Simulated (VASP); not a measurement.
Runs of VASP 6.6.1 on Be7S. The structure is that of space group Fm-3m (No. 225), or close to it. The cells are those of the table. 

```tsv
cell	gap on the mesh (eV)	pressure (GPa)
a = 4.718 Å, angles 60.0°, 8 atoms	none	(a)
a = 4.719 Å, angles 60.0°, 8 atoms	none	0.3
a = 4.730 Å, angles 60.0°, 8 atoms	none	-0.5
a = 4.721 Å, angles 60.0°, 8 atoms	none	0.2
```

Alike in all rows: task single point; level PBE; potentials or basis VASP PAW PBE potentials, release 64 (Be, S); no spin polarisation; k mesh 4 × 4 × 4; cutoff (eV) 600; smearing gaussian 0.2 eV.

Problem. Estimate the missing entries.

Solution. (a) 0.4.

Caveats: all runs use coarse meshes.

A gap of «none» marks levels without a gap at the run's occupations.
